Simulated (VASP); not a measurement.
Input of a VASP 6.6.1 run:

File INCAR:

```
PREC = Accurate
ENCUT = 520
EDIFF = 1E-7
ISMEAR = 0
SIGMA = 0.1
LREAL = False
LASPH = True
NELM = 150
ALGO = Normal
ISIF = 2
LWAVE = False
LCHARG = True
ISPIN = 2
MAGMOM = 0 0 2.78 0 0 0 0 0 0 0
LORBIT = 11
LMAXMIX = 4
GGA = PS
LELF = True
LVHAR = True
NBANDS = 54
```

Contents of KPOINTS:

```
Automatic mesh
0
Gamma
  8 8 8
```

POSCAR

```
Na2CoHgF6
1.0
    0.0000000000      4.2638373804      4.2638373804
    4.2638373804      0.0000000000      4.2638373804
    4.2638373804      4.2638373804      0.0000000000
Na Co Hg F
2 1 1 6
Direct
    0.2500000000      0.2500000000      0.2500000000
    0.7500000000      0.7500000000      0.7500000000
    0.0000000000      0.0000000000      0.0000000000
    0.5000000000      0.5000000000      0.5000000000
    0.2234240000      0.2234240000      0.7765760000
    0.2234240000      0.7765760000      0.7765760000
    0.7765760000      0.7765760000      0.2234240000
    0.2234240000      0.7765760000      0.2234240000
    0.7765760000      0.2234240000      0.7765760000
    0.7765760000      0.2234240000      0.2234240000
```

Potentials or basis: VASP PAW PBE potentials, release 64 (Na_pv, Co, Hg, F).

Command:

```bash
$ cat potpaw_PBE.64/Na_pv/POTCAR potpaw_PBE.64/Co/POTCAR potpaw_PBE.64/Hg/POTCAR potpaw_PBE.64/F/POTCAR > POTCAR
$ mpirun -np 1 vasp_std > vasp.out
```

**Question.** Predict the site moments.

**Answer.** Na -0.00; Co +2.66; Hg +0.03; F +0.06 μB.

**Question.** Estimate the net moment.

**Answer.** 3.11 μB per cell.

Forces in eV/Å, atoms in the order of the input:
```
Na   0.000  0.000  0.000
Na   0.000  0.000  0.000
Co   0.000  0.000  0.000
Hg   0.000  0.000  0.000
F    0.000  0.000  0.757
F   -0.757  0.000  0.000
F    0.000  0.000 -0.757
F    0.000  0.757  0.000
F    0.000 -0.757  0.000
F    0.757  0.000  0.000
```

Caveat: the PAW data sets were made with another functional, which shifts forces and pressure a little; a cell with one magnetic atom can't hold antiferromagnetic order, which such compounds often take.
